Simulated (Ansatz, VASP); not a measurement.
# InP in VASP and in Ansatz

```
CELL_PARAMETERS angstrom
0.00000 2.93050 2.93050
2.93050 0.00000 2.93050
2.93050 2.93050 0.00000
ATOMIC_POSITIONS crystal
In 0.00000 0.00000 0.00000
P 0.75000 0.75000 0.75000
```

Alike in both runs: task electric field gradients; functional PBE; k mesh 8 × 8 × 8; occupations fermi-dirac, width 0.03 eV; no spin polarisation.

```csv
,VASP,Ansatz
version,VASP 6.6.1,Ansatz 0.2.0
potentials or method,"VASP PAW PBE potentials, release 64 (In_d, P)","PAW with Ansatz's default frozen-core files, scalar-relativistic"
plane-wave cutoff (eV),520,420
valence electrons in the cell,18,18
```

|  | VASP | Ansatz | Ansatz less VASP |
| --- | --- | --- | --- |
| pressure (GPa) | 3.3 | 3.3 | +0.06 |
